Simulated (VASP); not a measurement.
# Cr (Fm-3m) in VASP: further runs

Runs on Cr. Level: PBE. Tasks: single point.

Everything below comes from runs of VASP 6.6.1. Logs are shortened: lines on timing, memory, paths and dates and some standing lists are left out, and cuts for length are marked.

### 1 The cell of the first run

Symmetry: Fm-3m, No. 225, cubic system. Conventional cell: a = 3.624 Å, b = 3.624 Å, c = 3.624 Å, α = 90.00°, β = 90.00°, γ = 90.00°. Cr (site symmetry m-3m) has 12 Cr at 2.56 Å within 3.4 Å.

### 2 Single point, PBE

INCAR reads:

```
PREC = Accurate
ENCUT = 520
EDIFF = 1E-6
ISMEAR = -1
SIGMA = 0.1
LREAL = False
LASPH = True
NELM = 100
ALGO = Normal
ISIF = 2
LWAVE = False
LCHARG = False
GGA = PE
NBANDS = 12
```

KPOINTS reads:

```
regular mesh
0
Gamma
  15 15 15
```

POSCAR reads:

```
Cr
1.0
    0.0000000000      1.8122410358      1.8122410358
    1.8122410358      0.0000000000      1.8122410358
    1.8122410358      1.8122410358      0.0000000000
Cr
1
Direct
    0.0000000000      0.0000000000      0.0000000000
```

Potentials or basis: VASP PAW PBE potentials, release 64 (Cr_pv).

On the command line:

```sh
> cat potpaw_PBE.64/Cr_pv/POTCAR > POTCAR
> mpirun -np 1 vasp_std > vasp.out
```

OUTCAR:

```text
PREC = Accurate
   ENCUT = 520
   EDIFF = 1E-6
   ISMEAR = -1
   LREAL = False
   LASPH = True
   NELM = 100
   ISIF = 2
   GGA = PE

 ion  position               nearest neighbor table
   1  0.000  0.000  0.000-

  LATTYP: Found a face centered cubic cell.
 ALAT       =     3.6244820716

  Lattice vectors:

 A1 = (   0.0000000000,   1.8122410358,   1.8122410358)
 A2 = (   1.8122410358,   0.0000000000,   1.8122410358)
 A3 = (   1.8122410358,   1.8122410358,   0.0000000000)

Analysis of symmetry for initial positions (statically):
=====================================================================
 Subroutine PRICEL returns:
 Original cell was already a primitive cell.

 Routine SETGRP: Setting up the symmetry group for a
 face centered cubic supercell.

 Subroutine GETGRP returns: Found 48 space group operations
[... 9 lines left out ...]

 Routine SETGRP: Setting up the symmetry group for a
 face centered cubic supercell.

 Subroutine GETGRP returns: Found 48 space group operations
[... 11 lines left out ...]
                                     Primitive cell

  volume of cell :      11.9036

  direct lattice vectors                    reciprocal lattice vectors
     0.000000000  1.812241036  1.812241036    -0.275901489  0.275901489  0.275901489
     1.812241036  0.000000000  1.812241036     0.275901489 -0.275901489  0.275901489
     1.812241036  1.812241036  0.000000000     0.275901489  0.275901489 -0.275901489

  length of vectors
     2.562895851  2.562895851  2.562895851     0.477875397  0.477875397  0.477875397

  position of ions in fractional coordinates (direct lattice)
     0.000000000  0.000000000  0.000000000

  ion indices of the primitive-cell ions
   primitive index   ion index
                 1           1

----------------------------------------------------------------------------------------

 KPOINTS: regular mesh

Automatic generation of k-mesh.
 Grid dimensions read from file:
 generate k-points for:   15   15   15

 Generating k-lattice:

  Cartesian coordinates                     Fractional coordinates (reciprocal lattice)
    -0.018393433  0.018393433  0.018393433     0.066666667  0.000000000  0.000000000
     0.018393433 -0.018393433  0.018393433     0.000000000  0.066666667  0.000000000
     0.018393433  0.018393433 -0.018393433     0.000000000  0.000000000  0.066666667

  Length of vectors
     0.031858360  0.031858360  0.031858360
[... 51 lines left out ...]
   LASPH  =      T    aspherical Exc in radial PAW
   ENCUT  =  520.0 eV  38.22 Ry    6.18 a.u.   4.77  4.77  4.77*2*pi/ulx,y,z
   NELM   =    100;   NELMIN=  2; NELMDL= -5     # of ELM steps
   EDIFF  = 0.1E-05   stopping-criterion for ELM
   LREAL  =      F    real-space projection
   EDIFFG = 0.1E-04   stopping-criterion for IOM
   NSW    =      0    number of steps for IOM
   IBRION =     -1    ionic relax: 0-MD 1-quasi-New 2-CG
   NFREE  =      0    steps in history (QN), initial steepest desc. (CG)
   ISIF   =      2    stress and relaxation
   ISYM   =      2    0-nonsym 1-usesym 2-fastsym
   POTIM  = 0.5000    time-step for ionic-motion
   TEBEG  =    0.0;   TEEND  =   0.0 temperature during run
   PSTRESS=    0.0 pullay stress
   NELECT =      12.0000    total number of electrons
   NUPDOWN=      -1.0000    fix difference up-down
   EMIN   =  10.00;   EMAX   =-10.00  energy-range for DOS
   EFERMI =   0.00;   METHOD = LEGACY
   ISMEAR =    -1;   SIGMA  =   0.10  broadening in eV -4-tet -1-fermi 0-gaus
   EFERMI_NEDOS =   21; number of points for ismear=-14 and -15
   IALGO  =     38    algorithm
   IMIX   =      4    mixing-type and parameters
     AMIX     =   0.40;   BMIX     =  1.00
     AMIX_MAG =   1.60;   BMIX_MAG =  1.00
  volume/ion in A,a.u.               =      11.90        80.33
  Fermi-wavevector in a.u.,A,eV,Ry     =   1.641507  3.101998 36.661494  2.694544
  Thomas-Fermi vector in A             =   2.731965
   LORBIT       =      0    0 simple, 1 ext, 2 COOP (PROOUT), +10 PAW based schemes
   GGA     = PE    functional components
   LHFCALC =     F    Hartree Fock is set to
   AEXX    =    0.0000 exact exchange contribution
   IVDW    =     0    specifies the selected vdW correction
   LEPSILON=     F    determine dielectric tensor
   LRPA    =     F    only Hartree local field effects (RPA)
 non-spin polarized calculation
  energy-cutoff  :      520.00
  volume of cell :       11.90
 maximum number of plane-waves:       331
   NGX =  9   NGY =  9   NGZ =  9

 number of electron      12.0000010 magnetization

 Free energy of the ion-electron system (eV)
  ---------------------------------------------------
  ext. energy  EPLUGINS =         0.00000000
  ---------------------------------------------------
  free energy    TOTEN  =        -9.15222360 eV

  energy without entropy =       -9.09296789  energy(sigma->0) =       -9.12259574

 E-fermi :  10.3178     XC(G=0): -13.4853

 val. band max:       10.3052658238   @ k =   0.2667   0.2000   0.0000
 cond. band min:      10.3712253347   @ k =   0.4000   0.1333   0.0000
 fundamental gap:      0.0659595110
 Fermi energy:        10.3177830631

 k-point     1 :       0.0000    0.0000    0.0000
  band No.  band energies     occupation
      1     -32.0671      2.00000
      2     -32.0671      2.00000
      3     -32.0671      2.00000
      4       2.8096      2.00000
      5       9.8794      1.97534
      6       9.8794      1.97534
      7       9.8794      1.97534
      8      11.6312      0.00000
      9      11.6312      0.00000
     10      17.8243      0.00000
     11      30.0939      0.00000
     12      35.6918      0.00000
[... 331 lines left out ...]
 k-point    24 :       0.2000    0.1333    0.0000
  band No.  band energies     occupation
      1     -32.3057      2.00000
      2     -32.1412      2.00000
      3     -32.1345      2.00000
      4       4.3143      2.00000
      5       9.0615      1.99999
      6      10.3940      0.63630
      7      10.4664      0.36899
      8      11.0058      0.00205
      9      11.9113      0.00000
     10      17.8239      0.00000
     11      29.9490      0.00000
     12      31.1969      0.00000

 [... further k-points ...]
[... 5 lines left out ...]
  --------------------------------------------------------------------------------------
  -------------------------------------------------------------------------------------
  Total       -0.0341582     -0.0341582     -0.0341582      0.0000000      0.0000000      0.0000000
  in kB       -4.5975568     -4.5975568     -4.5975568      0.0000000      0.0000000      0.0000000
  external PRESSURE =      -4.5975568 kB  Pullay stress =       0.0000000 kB

 VOLUME and BASIS-vectors are now :
 -----------------------------------------------------------------------------
  energy-cutoff  :      520.00
  volume of cell :       11.90
      direct lattice vectors                 reciprocal lattice vectors
     0.000000000  1.812241036  1.812241036    -0.275901489  0.275901489  0.275901489
     1.812241036  0.000000000  1.812241036     0.275901489 -0.275901489  0.275901489
     1.812241036  1.812241036  0.000000000     0.275901489  0.275901489 -0.275901489

 POSITION                                       TOTAL-FORCE (eV/Angst)
 -----------------------------------------------------------------------------------
      0.00000      0.00000      0.00000         0.000000      0.000000      0.000000
 -----------------------------------------------------------------------------------
    total drift:                                0.000000      0.000000      0.000000

  FREE ENERGIE OF THE ION-ELECTRON SYSTEM (eV)
  ---------------------------------------------------
  free  energy   TOTEN  =        -9.1522235954 eV

  energy  without entropy=       -9.0929678890  energy(sigma->0) =       -9.12259574
```

OSZICAR:

```text
N       E                     dE             d eps       ncg     rms          rms(c)
DAV:   1     0.795815909694E+02    0.79582E+02   -0.70859E+03  2904   0.120E+03
DAV:   2    -0.952293165234E+01   -0.89105E+02   -0.86009E+02  2936   0.294E+02
DAV:   3    -0.107545801662E+02   -0.12316E+01   -0.12212E+01  3204   0.413E+01
DAV:   4    -0.107612282503E+02   -0.66481E-02   -0.66478E-02  3160   0.306E+00
DAV:   5    -0.107613121617E+02   -0.83911E-04   -0.83911E-04  3208   0.314E-01    0.122E+01
DAV:   6    -0.918271321913E+01    0.15786E+01   -0.40586E+00  3040   0.354E+01    0.185E+00
DAV:   7    -0.916250794232E+01    0.20205E-01   -0.83323E-02  2936   0.428E+00    0.915E-01
DAV:   8    -0.915250874405E+01    0.99992E-02   -0.33958E-03  3216   0.885E-01    0.177E-01
DAV:   9    -0.915222437141E+01    0.28437E-03   -0.82224E-04  2920   0.475E-01    0.420E-02
DAV:  10    -0.915222793045E+01   -0.35590E-05   -0.16629E-05  3168   0.491E-02    0.625E-03
DAV:  11    -0.915222361812E+01    0.43123E-05   -0.79669E-07  1808   0.147E-02    0.914E-04
DAV:  12    -0.915222359537E+01    0.22756E-07   -0.18231E-08  1460   0.178E-03
   1 F= -.91522236E+01 E0= -.91225957E+01  d E =-.592557E-01
```

Run time: 11 s. Hardware: 1 thread of Intel Xeon 6975P-C, shared host; peak memory 0.13 GiB.

Results:

- Free energy: -9.1522 eV
- Pressure: -0.5 GPa
- Band gap on the k mesh: zero (band 6 reaches 12.78 eV, above the bottom of band 7 at 9.88 eV)

Levels at points of the mesh, in eV from the Fermi level:
| k point | band 3 | band 4 | band 5 | band 6 | band 7 | band 8 | band 9 | band 10 |
| --- | --- | --- | --- | --- | --- | --- | --- | --- |
| (0.00, 0.00, 0.00) | -42.38 | -7.51 | -0.44 | -0.44 | -0.44 | 1.31 | 1.31 | 7.51 |

Caveat: the run has no spin polarisation, though such a crystal can be magnetic. Spin polarisation is off, so any magnetic state and its effect on volume and gap are missing.

### 3 Single point, PBE (volume scaled by 0.88)

INCAR reads:

```
SYSTEM = Cr
  PREC = Accurate
  ENCUT = 520
  EDIFF = 1E-6
  ISMEAR = -1
  SIGMA = 0.1
  LREAL = .False.
  LASPH = .True.
  NELM = 60
  ALGO = Normal
  ISIF = 2
  LWAVE = .False.
  LCHARG = .False.
  GGA = PE
  NBANDS = 12
```

KPOINTS reads:

```
Automatic mesh
0
Gamma
  17 17 17
  0 0 0
```

POSCAR reads:

```
Cr
1.0
    0.0000000000      1.7366415369      1.7366415369
    1.7366415369      0.0000000000      1.7366415369
    1.7366415369      1.7366415369      0.0000000000
Cr
1
Direct
    0.0000000000      0.0000000000      0.0000000000
```

Potentials or basis: VASP PAW PBE potentials, release 64 (Cr_pv).

On the command line:

```sh
> cat potpaw_PBE.64/Cr_pv/POTCAR > POTCAR
> mpirun -np 1 vasp_std > vasp.out
```

Run time: 11 s. Hardware: 1 thread of Intel Xeon 6975P-C, shared host; peak memory 0.13 GiB.

Results (log left out):

* Free energy: -9.0003 eV
* Pressure: 38.6 GPa
* Band gap on the k mesh: zero (band 6 reaches 15.11 eV, above the bottom of band 7 at 11.61 eV)

Levels at points of the mesh, in eV from the Fermi level:
```
           k point  band 2  band 3  band 4  band 5  band 6  band 7  band 8  band 9  band 10  band 11
(0.00, 0.00, 0.00)  -42.13  -42.13   -7.90   -0.55   -0.55   -0.55    1.56    1.56     7.68    20.59
```

Caveat: the run has no spin polarisation, though such a crystal can be magnetic.

### 4 Single point, PBE (volume scaled by 0.92)

INCAR reads:

```
  ALGO = Normal
  EDIFF = 1E-7
  ENCUT = 520
  GGA = PE
  ISIF = 2
  ISMEAR = -1
  LASPH = T
  LCHARG = F
  LREAL = F
  LWAVE = F
  NBANDS = 12
  NELM = 100
  PREC = Accurate
  SIGMA = 0.1
```

KPOINTS reads:

```
k-points
0
Gamma
  17 17 17
```

POSCAR reads:

```
Cr
1.0
    0.0000000000      1.7625653818      1.7625653818
    1.7625653818      0.0000000000      1.7625653818
    1.7625653818      1.7625653818      0.0000000000
Cr
1
Direct
    0.0000000000      0.0000000000      0.0000000000
```

On the command line:

```sh
> cat potpaw_PBE.64/Cr_pv/POTCAR > POTCAR
> mpirun -np 1 vasp_std > vasp.out
```

Run time: 14 s. Hardware: 1 thread of Intel Xeon 6975P-C, shared host; peak memory 0.14 GiB.

The run converged. Its results:

- Free energy: -9.0910 eV
- Pressure: 22.8 GPa
- Band gap on the k mesh: zero (band 6 reaches 14.27 eV, above the bottom of band 7 at 10.99 eV)

Levels at points of the mesh, in eV from the Fermi level:
```csv
k point,band 2,band 3,band 4,band 5,band 6,band 7,band 8,band 9,band 10,band 11
"(0.00, 0.00, 0.00)",-42.22,-42.22,-7.78,-0.51,-0.51,-0.51,1.47,1.47,7.61,20.31
```

Caveat: the run has no spin polarisation, though such a crystal can be magnetic. Spin polarisation is off, so any magnetic state and its effect on volume and gap are missing.

### 5 Summary

| cell | k mesh | gap on the mesh (eV) | pressure (GPa) |
| --- | --- | --- | --- |
| a = 2.563 Å, angles 60.0°, 1 atom | 15 × 15 × 15 | none | -0.5 |
| a = 2.456 Å, angles 60.0°, 1 atom | 17 × 17 × 17 | none | 38.6 |
| a = 2.493 Å, angles 60.0°, 1 atom | 17 × 17 × 17 | none | 22.8 |

Alike in all rows: task single point; level PBE; potentials or basis VASP PAW PBE potentials, release 64 (Cr_pv); no spin polarisation; cutoff (eV) 520; smearing fermi-dirac 0.1 eV.

Caveats: the run has no spin polarisation, though such a crystal can be magnetic.

Absolute energies hang on the potentials; compare differences alone.
